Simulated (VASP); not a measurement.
Runs of VASP 6.6.1 on P. The structure is that of space group Fm-3m (No. 225), or close to it. The cells are those of the table. 

```tsv
task	cell	cutoff (eV)	gap on the mesh (eV)	pressure (GPa)
single point	a = 2.168 Å, angles 60.0°, 1 atom	520	none	(a)
relaxation of cell and atoms	relaxed from a = 2.768 Å, angles 60.0°, 1 atom	600	none	0.0
single point	a = 2.066 Å, angles 60.0°, 1 atom	520	none	383.0
single point	a = 2.696 Å, angles 60.0°, 1 atom	520	none	-0.1
single point	a = 2.543 Å, angles 60.0°, 1 atom	520	none	25.7
single point	a = 2.370 Å, angles 60.0°, 1 atom	520	none	(b)
single point	a = 2.274 Å, angles 60.0°, 1 atom	520	none	140.0
```

Alike in all rows: level LDA; potentials or basis VASP PAW LDA potentials, release 64 (P); no spin polarisation; k mesh 17 × 17 × 17; smearing fermi-dirac 0.1 eV.

Fill in the values left out.

(a) 235.4; (b) 84.3.

A gap of «none» marks levels without a gap at the run's occupations.
